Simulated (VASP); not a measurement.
# Sn3Te2O (P6/mmm) in VASP: further runs, part 2 of 2

VASP 6.6.1. Earlier steps stand in the parts before.

## (3) Relaxation of cell and atoms, PBE

This run uses another cell than the first one, of 31.59 Å³/atom.

Contents of INCAR:

```
SYSTEM = Sn3Te2O
  PREC = Accurate
  ENCUT = 600
  EDIFF = 1E-6
  ISMEAR = 0
  SIGMA = 0.1
  LREAL = .FALSE.
  LASPH = .TRUE.
  NELM = 100
  ALGO = Normal
  ISIF = 3
  LWAVE = .FALSE.
  LCHARG = .FALSE.
  GGA = PE
  IBRION = 2
  NSW = 90
  EDIFFG = -0.04
```

Contents of KPOINTS:

```
regular mesh
0
G
  3 3 4
  0 0 0
```

Contents of POSCAR:

```
Sn3Te2O
1.0
    5.7808533802      0.0000000000      0.0000000000
   -2.8904266901      5.0063658828      0.0000000000
    0.0000000000      0.0000000000      6.5497815890
Sn Te O
3 2 1
Direct
    0.5000000000      0.0000000000      0.5000000000
    0.0000000000      0.5000000000      0.5000000000
    0.5000000000      0.5000000000      0.5000000000
    0.3333333333      0.6666666667      0.0000000000
    0.6666666667      0.3333333333      0.0000000000
    0.0000000000      0.0000000000      0.5000000000
```

Potentials or basis: VASP PAW PBE potentials, release 64 (Sn_d, Te, O).

On the command line:

```bash
$ cat potpaw_PBE.64/Sn_d/POTCAR potpaw_PBE.64/Te/POTCAR potpaw_PBE.64/O/POTCAR > POTCAR
$ mpirun -np 1 vasp_std > vasp.out
```

OUTCAR:

```text
SYSTEM = Sn3Te2O
   PREC = Accurate
   ENCUT = 600
   EDIFF = 1E-6
   ISMEAR = 0
   LREAL = .FALSE.
   LASPH = .TRUE.
   NELM = 100
   ISIF = 3
   GGA = PE
   IBRION = 2
   NSW = 90
   EDIFFG = -0.04

 ion  position               nearest neighbor table
   1  0.500  0.000  0.500-   2 2.89   3 2.89   3 2.89   2 2.89   4 3.68   5 3.68   4 3.68   5 3.68

   2  0.000  0.500  0.500-   1 2.89   1 2.89   3 2.89   3 2.89   4 3.68   5 3.68   4 3.68   5 3.68

   3  0.500  0.500  0.500-   1 2.89   1 2.89   2 2.89   2 2.89   4 3.68   5 3.68   4 3.68   5 3.68

   4  0.333  0.667  0.000-   5 3.34   5 3.34   5 3.34   1 3.68   1 3.68   2 3.68   2 3.68   3 3.68
                             3 3.68
   5  0.667  0.333  0.000-   4 3.34   4 3.34   4 3.34   1 3.68   1 3.68   2 3.68   2 3.68   3 3.68
                             3 3.68
   6  0.000  0.000  0.500-

  LATTYP: Found a hexagonal cell.
 ALAT       =     5.7808533802
 C/A-ratio  =     1.1330129236

  Lattice vectors:

 A1 = (   5.7808533802,   0.0000000000,   0.0000000000)
 A2 = (  -2.8904266901,   5.0063658828,   0.0000000000)
 A3 = (   0.0000000000,   0.0000000000,   6.5497815890)

Analysis of symmetry for initial positions (statically):
=====================================================================
 Subroutine PRICEL returns:
 Original cell was already a primitive cell.

 Routine SETGRP: Setting up the symmetry group for a
 hexagonal supercell.

 Subroutine GETGRP returns: Found 24 space group operations
 (whereof 24 operations were pure point group operations)
 out of a pool of 24 trial point group operations.

The static configuration has the point symmetry D_6h.

Analysis of symmetry for dynamics (positions and initial velocities):
=====================================================================
 Subroutine PRICEL returns:
 Original cell was already a primitive cell.

 Routine SETGRP: Setting up the symmetry group for a
 hexagonal supercell.

 Subroutine GETGRP returns: Found 24 space group operations
 (whereof 24 operations were pure point group operations)
 out of a pool of 24 trial point group operations.

The dynamic configuration has the point symmetry D_6h.

 Subroutine INISYM returns: Found 24 space group operations
 (whereof 24 operations are pure point group operations),
 and found     1 'primitive' translations

----------------------------------------------------------------------------------------

                                     Primitive cell

  volume of cell :     189.5577

  direct lattice vectors                    reciprocal lattice vectors
     5.780853380  0.000000000  0.000000000     0.172984841  0.099872844  0.000000000
    -2.890426690  5.006365883  0.000000000     0.000000000  0.199745688  0.000000000
     0.000000000  0.000000000  6.549781589     0.000000000  0.000000000  0.152676847

  length of vectors
     5.780853380  5.780853380  6.549781589     0.199745688  0.199745688  0.152676847

  position of ions in fractional coordinates (direct lattice)
     0.500000000  0.000000000  0.500000000
     0.000000000  0.500000000  0.500000000
     0.500000000  0.500000000  0.500000000
     0.333333333  0.666666667  0.000000000
     0.666666667  0.333333333  0.000000000
     0.000000000  0.000000000  0.500000000

  ion indices of the primitive-cell ions
   primitive index   ion index
                 1           1
                 2           2
                 3           3
                 4           4
                 5           5
                 6           6

----------------------------------------------------------------------------------------

 KPOINTS: regular mesh

Automatic generation of k-mesh.
 Grid dimensions read from file:
 generate k-points for:    3    3    4

 Generating k-lattice:

  Cartesian coordinates                     Fractional coordinates (reciprocal lattice)
     0.057661614  0.033290948  0.000000000     0.333333333  0.000000000  0.000000000
     0.000000000  0.066581896  0.000000000     0.000000000  0.333333333  0.000000000
     0.000000000  0.000000000  0.038169212     0.000000000  0.000000000  0.250000000

  Length of vectors
     0.066581896  0.066581896  0.038169212

  Shift w.r.t. Gamma in fractional coordinates (k-lattice)
     0.000000000  0.000000000  0.000000000

 Subroutine IBZKPT returns following result:
 ===========================================

 Found      9 irreducible k-points:

 Following reciprocal coordinates:
            Coordinates               Weight
  0.000000  0.000000  0.000000      1.000000
  0.333333  0.000000  0.000000      6.000000
  0.333333  0.333333  0.000000      2.000000
  0.000000  0.000000  0.250000      2.000000
  0.333333  0.000000  0.250000     12.000000
  0.333333  0.333333  0.250000      4.000000
  0.000000  0.000000  0.500000      1.000000
  0.333333  0.000000  0.500000      6.000000
  0.333333  0.333333  0.500000      2.000000
   k-points           NKPTS =      9   k-points in BZ     NKDIM =      9   number of bands    NBANDS=     36
   number of dos      NEDOS =    301   number of ions     NIONS =      6
   total plane-waves  NPLWV = 124416
   dimension x,y,z NGX =    48 NGY =   48 NGZ =   54
   dimension x,y,z NGXF=    96 NGYF=   96 NGZF=  108
   ions per type =               3   2   1
   NGX,Y,Z   is equivalent  to a cutoff of  13.80, 13.80, 13.71 a.u.
   NGXF,Y,Z  is equivalent  to a cutoff of  27.61, 27.61, 27.41 a.u.
 SYSTEM =  Sn3Te2O
   PREC   = accura    normal or accurate (medium, high low for compatibility)
   ISTART =      0    job   : 0-new  1-cont  2-samecut
   ICHARG =      2    charge: 1-file 2-atom 10-const
   ISPIN  =      1    spin polarized calculation?
   LNONCOLLINEAR =      F non collinear calculations
   LSORBIT =      F    spin-orbit coupling
   LASPH  =      T    aspherical Exc in radial PAW
   ENCUT  =  600.0 eV  44.10 Ry    6.64 a.u.  11.55 11.55 13.08*2*pi/ulx,y,z
   NELM   =    100;   NELMIN=  2; NELMDL= -5     # of ELM steps
   EDIFF  = 0.1E-05   stopping-criterion for ELM
   LREAL  =      F    real-space projection
   EDIFFG = -.4E-01   stopping-criterion for IOM
   NSW    =     90    number of steps for IOM
   IBRION =      2    ionic relax: 0-MD 1-quasi-New 2-CG
   NFREE  =      1    steps in history (QN), initial steepest desc. (CG)
   ISIF   =      3    stress and relaxation
   ISYM   =      2    0-nonsym 1-usesym 2-fastsym
   POTIM  = 0.5000    time-step for ionic-motion
   TEBEG  =    0.0;   TEEND  =   0.0 temperature during run
   PSTRESS=    0.0 pullay stress
   NELECT =      60.0000    total number of electrons
   NUPDOWN=      -1.0000    fix difference up-down
   EMIN   =  10.00;   EMAX   =-10.00  energy-range for DOS
   EFERMI =   0.00;   METHOD = LEGACY
   ISMEAR =     0;   SIGMA  =   0.10  broadening in eV -4-tet -1-fermi 0-gaus
   EFERMI_NEDOS =   21; number of points for ismear=-14 and -15
   IALGO  =     38    algorithm
   IMIX   =      4    mixing-type and parameters
     AMIX     =   0.40;   BMIX     =  1.00
     AMIX_MAG =   1.60;   BMIX_MAG =  1.00
  volume/ion in A,a.u.               =      31.59       213.20
  Fermi-wavevector in a.u.,A,eV,Ry     =   1.115693  2.108354 16.936143  1.244771
  Thomas-Fermi vector in A             =   2.252300
   LORBIT       =      0    0 simple, 1 ext, 2 COOP (PROOUT), +10 PAW based schemes
   GGA     = PE    functional components
   LHFCALC =     F    Hartree Fock is set to
   AEXX    =    0.0000 exact exchange contribution
   IVDW    =     0    specifies the selected vdW correction
   LEPSILON=     F    determine dielectric tensor
   LRPA    =     F    only Hartree local field effects (RPA)
 conjugate gradient relaxation of ions
 non-spin polarized calculation
 Gauss-broadening in eV      SIGMA  =   0.10
  energy-cutoff  :      600.00
  volume of cell :      189.56
 maximum number of plane-waves:      6350
 NGX is ok and might be reduce to    48
   NGX = 23   NGY = 23   NGZ = 27

--------------------------------------- Ionic step        1  -------------------------------------------

 number of electron      59.9999988 magnetization

 Free energy of the ion-electron system (eV)
  ---------------------------------------------------
  ext. energy  EPLUGINS =         0.00000000
  ---------------------------------------------------
  free energy    TOTEN  =       -20.98338150 eV

  energy without entropy =      -20.96357579  energy(sigma->0) =      -20.97347865

 E-fermi :   4.7422     XC(G=0):  -8.7887

 val. band max:        4.6341120580   @ k =   0.0000   0.0000   0.5000
 cond. band min:       4.7557951314   @ k =   0.3333   0.0000   0.5000
 fundamental gap:      0.1216830734
 Fermi energy:         4.7421694380

 k-point     1 :       0.0000    0.0000    0.0000
  band No.  band energies     occupation
      1     -17.6344      2.00000
      2     -17.5534      2.00000
      3     -17.5534      2.00000
      4     -17.4160      2.00000
      5     -17.3345      2.00000
      6     -17.3190      2.00000
[... 457 lines left out ...]
  energy  without entropy=      -21.2027558460  energy(sigma->0) =      -21.20705584

--------------------------------------- Ionic step        4  -------------------------------------------

 number of electron      59.9999992 magnetization

 Free energy of the ion-electron system (eV)
  ---------------------------------------------------
  ext. energy  EPLUGINS =         0.00000000
  ---------------------------------------------------
  free energy    TOTEN  =       -21.21518002 eV

  energy without entropy =      -21.20624830  energy(sigma->0) =      -21.21071416

 E-fermi :   5.2588     XC(G=0):  -9.0317

 val. band max:        5.2290540848   @ k =   0.3333   0.0000   0.5000
 cond. band min:       5.4459068170   @ k =   0.3333   0.0000   0.0000
 fundamental gap:      0.2168527321
 Fermi energy:         5.2587941107

 k-point     1 :       0.0000    0.0000    0.0000
  band No.  band energies     occupation
      1     -16.9866      2.00000
      2     -16.9130      2.00000
      3     -16.9130      2.00000
      4     -16.7936      2.00000
      5     -16.7159      2.00000
      6     -16.7019      2.00000
[... 373 lines left out ...]
  FREE ENERGIE OF THE ION-ELECTRON SYSTEM (eV)
  ---------------------------------------------------
  free  energy   TOTEN  =       -21.2151800188 eV

  energy  without entropy=      -21.2062482985  energy(sigma->0) =      -21.21071416

 reached required accuracy - stopping structural energy minimisation
```

It took 3.6 min on 1 thread of Intel Xeon Platinum 8559C (Emerald Rapids), shared host; peak memory 0.4 GiB.

What came out:

| Item | Value |
| --- | --- |
| Free energy | -21.2152 eV |
| Relaxed volume | 29.94 Å³/atom |
| Relaxed cell | a = 5.838 Å, b = 5.838 Å, c = 6.085 Å, α = 90.00°, β = 90.00°, γ = 120.00° |
| Space group after relaxing (to 0.1 Å) | P6/mmm (No. 191) |
| Energy gained by relaxing | 38.6 meV/atom |
| Ionic steps | 4 |
| Pressure after relaxing | 0.0 GPa |
| Band gap on the k mesh | zero (bands 30 and 31 overlap by 1.33 eV) |

Stress tensor (GPa, compression positive):
```
 0.07  0.00  0.00
 0.00  0.07  0.00
 0.00  0.00 -0.03
```

Step by step:
```
step  energy change (eV)  largest force (eV/Å)  pressure (GPa)  volume (Å³)
   1              0.0000                0.0000           -1.07       189.56
   2             -0.1903                0.0000           -0.56       183.67
   3             -0.2280                0.0000           -0.11       180.84
   4             -0.2318                0.0000            0.04       179.64
```

Final structure:
```
CELL_PARAMETERS angstrom
5.83845 0.00000 0.00000
-2.91923 5.05625 0.00000
0.00000 0.00000 6.08523
ATOMIC_POSITIONS crystal
Sn 0.50000 0.00000 0.50000
Sn 0.00000 0.50000 0.50000
Sn 0.50000 0.50000 0.50000
Te 0.33333 0.66667 0.00000
Te 0.66667 0.33333 0.00000
O 0.00000 0.00000 0.50000
```

Caveat: the k points lie up to 0.41 Å⁻¹ apart in the final cell, too coarse for converged energies and pressures of a metal; spin-orbit coupling is left out, which moves the levels of the heavy elements.

## (4) Relaxation of cell and atoms, PBE

This run uses another cell than the first one, of 32.53 Å³/atom.

Contents of INCAR:

```
SYSTEM = Sn3Te2O
PREC = Accurate
ENCUT = 600
EDIFF = 1E-7
ISMEAR = 0
SIGMA = 0.1
LREAL = .False.
LASPH = .True.
NELM = 80
ALGO = Normal
ISIF = 3
LWAVE = .False.
LCHARG = .False.
GGA = PE
IBRION = 2
NSW = 90
EDIFFG = -0.04
```

Contents of KPOINTS:

```
regular mesh
0
Gamma
  6 6 2
  0 0 0
```

Contents of POSCAR:

```
Sn3Te2O
1.0
    4.5729739200      0.0000000000      0.0000000000
   -2.2864869600      3.9603115800      0.0000000000
    0.0000000000      0.0000000000     10.7768651800
Sn Te O
3 2 1
Direct
    0.5000000000      0.0000000000      0.5000000000
    0.0000000000      0.5000000000      0.5000000000
    0.5000000000      0.5000000000      0.5000000000
    0.3333333300      0.6666666700      0.0000000000
    0.6666666700      0.3333333300      0.0000000000
    0.0000000000      0.0000000000      0.5000000000
```

Potentials or basis: VASP PAW PBE potentials, release 64 (Sn_d, Te, O).

On the command line:

```bash
$ cat potpaw_PBE.64/Sn_d/POTCAR potpaw_PBE.64/Te/POTCAR potpaw_PBE.64/O/POTCAR > POTCAR
$ mpirun -np 1 vasp_std > vasp.out
```

OUTCAR:

```text
SYSTEM = Sn3Te2O
   PREC = Accurate
   ENCUT = 600
   EDIFF = 1E-7
   ISMEAR = 0
   LREAL = .False.
   LASPH = .True.
   NELM = 80
   ISIF = 3
   GGA = PE
   IBRION = 2
   NSW = 90
   EDIFFG = -0.04

 ion  position               nearest neighbor table
   1  0.500  0.000  0.500-   2 2.29   3 2.29   3 2.29   2 2.29   6 2.29   6 2.29
   2  0.000  0.500  0.500-   1 2.29   6 2.29   6 2.29   1 2.29   3 2.29   3 2.29
   3  0.500  0.500  0.500-   1 2.29   6 2.29   1 2.29   6 2.29   2 2.29   2 2.29
   4  0.333  0.667  0.000-   5 2.64   5 2.64   5 2.64
   5  0.667  0.333  0.000-   4 2.64   4 2.64   4 2.64
   6  0.000  0.000  0.500-   2 2.29   3 2.29   2 2.29   3 2.29   1 2.29   1 2.29

  LATTYP: Found a hexagonal cell.
 ALAT       =     4.5729739200
 C/A-ratio  =     2.3566426069

  Lattice vectors:

[... 185 lines left out ...]
  Total       82.6449772     82.6449770     -0.4466040      0.0000000     -0.0000000      0.0000000
  in kB      678.4323003    678.4322984     -3.6661703      0.0000000     -0.0000000      0.0000000
  external PRESSURE =     451.0661428 kB  Pullay stress =       0.0000000 kB
[... 1763 lines left out ...]
     35       7.1400      0.00000
     36       7.9739      0.00000

[... ionic steps 4 to 20 ...]

--------------------------------------- Ionic step       21  -------------------------------------------

 number of electron      60.0000002 magnetization

------------------------ aborting loop because EDIFF is reached ----------------------------------------
[... 75 lines left out ...]
--------------------------------------- Ionic step       23  -------------------------------------------

 number of electron      60.0000001 magnetization

 Free energy of the ion-electron system (eV)
  ---------------------------------------------------
  ext. energy  EPLUGINS =         0.00000000
  ---------------------------------------------------
  free energy    TOTEN  =       -20.74676582 eV

  energy without entropy =      -20.70862440  energy(sigma->0) =      -20.72769511

 E-fermi :   4.6026     XC(G=0):  -8.7976

 val. band max:        4.5998675275   @ k =   0.1667   0.0000   0.5000
 cond. band min:       4.6111972771   @ k =   0.3333   0.1667   0.5000
 fundamental gap:      0.0113297496
 Fermi energy:         4.6025943526
[... 577 lines left out ...]
  FREE ENERGIE OF THE ION-ELECTRON SYSTEM (eV)
  ---------------------------------------------------
  free  energy   TOTEN  =       -20.7467658239 eV

  energy  without entropy=      -20.7086244040  energy(sigma->0) =      -20.72769511

 reached required accuracy - stopping structural energy minimisation
```

OSZICAR:

```text
N       E                     dE             d eps       ncg     rms          rms(c)
DAV:   1     0.726134531283E+03    0.72613E+03   -0.31148E+04  1024   0.220E+03
DAV:   2     0.116827314535E+03   -0.60931E+03   -0.59704E+03  1064   0.583E+02
DAV:   3    -0.798597603226E+00   -0.11763E+03   -0.11470E+03  1212   0.222E+02
DAV:   4    -0.945630729190E+01   -0.86577E+01   -0.83141E+01  1160   0.629E+01
[... 414 lines left out ...]
DAV:   6    -0.207467651864E+02   -0.10873E-05   -0.24423E-05  1184   0.432E-02    0.110E-02
DAV:   7    -0.207467660838E+02   -0.89736E-06   -0.29791E-06  1400   0.152E-02    0.170E-03
DAV:   8    -0.207467658686E+02    0.21519E-06   -0.55378E-07  1016   0.576E-03    0.690E-04
DAV:   9    -0.207467657394E+02    0.12919E-06   -0.62988E-08   516   0.183E-03    0.226E-04
DAV:  10    -0.207467658239E+02   -0.84481E-07   -0.20427E-08   516   0.155E-03
  23 F= -.20746766E+02 E0= -.20727695E+02  d E =-.365881E-03
```

It took 51 min on 1 thread of Intel Xeon Platinum 8559C (Emerald Rapids), shared host; peak memory 0.48 GiB.

Results:

```
Free energy                           : -20.7468 eV
Relaxed volume                        : 31.44 Å³/atom
Relaxed cell                          : a = 5.753 Å, b = 5.753 Å, c = 6.582 Å, α = 90.00°, β = 90.00°, γ = 120.00°
Space group after relaxing (to 0.1 Å) : P6/mmm (No. 191)
Pressure after relaxing               : 0.0 GPa
Band gap on the k mesh                : zero (bands 30 and 31 overlap by 1.16 eV)
```

Stress tensor (GPa, compression positive):
```
 0.05  0.00  0.00
 0.00  0.05  0.00
 0.00  0.00 -0.17
```

Final structure:
```
Sn Te O
1.0
     5.75281    0.00000    0.00000
    -2.87641    4.98208    0.00000
     0.00000    0.00000    6.58176
Sn Te O
3 2 1
Direct
  0.50000 0.00000 0.50000
  0.00000 0.50000 0.50000
  0.50000 0.50000 0.50000
  0.33333 0.66667 0.00000
  0.66667 0.33333 0.00000
  0.00000 0.00000 0.50000
```

Levels at points of the mesh, in eV from the Fermi level:
```tsv
k point	band 26	band 27	band 28	band 29	band 30	band 31	band 32	band 33	band 34	band 35
(0.00, 0.00, 0.00)	-2.45	-2.45	-0.94	-0.89	-0.03	-0.03	1.65	1.65	1.80	1.80
(0.50, 0.00, 0.00)	-1.34	-1.32	-1.17	-0.99	0.03	0.95	1.34	2.53	2.63	2.64
(0.00, 0.00, 0.50)	-3.17	-2.07	-1.91	-0.24	-0.04	-0.04	0.18	1.51	1.51	3.13
(0.50, 0.00, 0.50)	-1.28	-0.98	-0.91	-0.78	-0.66	0.36	0.93	1.24	2.05	2.56
```

Caveat: a cell axis changed by over 15 % at a fixed basis, so the end point is rough; spin-orbit coupling is left out, which moves the levels of the heavy elements.

## (5) Summary

```csv
task,cell,k mesh,cutoff (eV),gap on the mesh (eV),pressure (GPa),relaxed volume (Å³/atom)
single point,"a = 5.913, b = 5.913, c = 5.928 Å, angles 90.0, 90.0, 120.0°, 6 atoms",6 × 6 × 6,520,none,-0.1,-
relaxation of cell and atoms,"relaxed from a = 5.781, b = 5.781, c = 6.550 Å, angles 90.0, 90.0, 120.0°, 6 atoms",3 × 3 × 4,600,none,0.0,29.94
relaxation of cell and atoms,"relaxed from a = 4.573, b = 4.573, c = 10.777 Å, angles 90.0, 90.0, 120.0°, 6 atoms",6 × 6 × 2,600,none,0.0,31.44
```

Alike in all rows: level PBE; potentials or basis VASP PAW PBE potentials, release 64 (Sn_d, Te, O); no spin polarisation; smearing gaussian 0.1 eV.

Caveats: some runs use coarse meshes; spin-orbit coupling is left out, which moves the levels of the heavy elements; a cell axis changed by over 15 % at a fixed basis, so the end point is rough (at least some runs).

Total energies depend on the potentials used, so only differences within one code and one set of settings carry meaning.

The gap in the log of VASP goes by the Fermi energy; the results here count the filled bands.